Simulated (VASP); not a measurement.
Te:

```
Te
1.0
    -1.93180    1.93180    1.93180
     1.93180   -1.93180    1.93180
     1.93180    1.93180   -1.93180
Te
1
Direct
  0.00000 0.00000 0.00000
```

This isn't the form of Te at room conditions, which is trigonal, of chains.

```yaml
Program: VASP 6.6.1
Task: relaxation of cell and atoms
Functional: PBEsol
Potentials_or_basis: VASP PAW PBE potentials, release 64 (Te)
Cutoff: 600 eV
k_mesh: 11 × 11 × 11
Occupations: fermi-dirac, width 0.1 eV
Spin: no spin polarisation
```

At the start: pressure -3.6 GPa; volume 28.84 Å³/atom.

Q: How do energy, volume and symmetry change on relaxing?

A: Over 3 steps the energy falls by 21.9 meV/atom and the volume is 27.02 Å³/atom (-6.3 %); space group Im-3m (No. 229, to 0.1 Å) before and after.

The path:
```tsv
step	energy change (eV)	largest force (eV/Å)	pressure (GPa)	volume (Å³)
1	0.0000	0.0000	-3.63	28.84
2	-0.0166	0.0000	2.15	26.20
3	-0.0219	0.0000	0.00	27.02
```

Final structure:
```
Te
1.0
    -1.89030    1.89030    1.89030
     1.89030   -1.89030    1.89030
     1.89030    1.89030   -1.89030
Te
1
Direct
  0.00000 0.00000 0.00000
```

Caveat: the PAW data sets were made with another functional, which shifts forces and pressure a little.
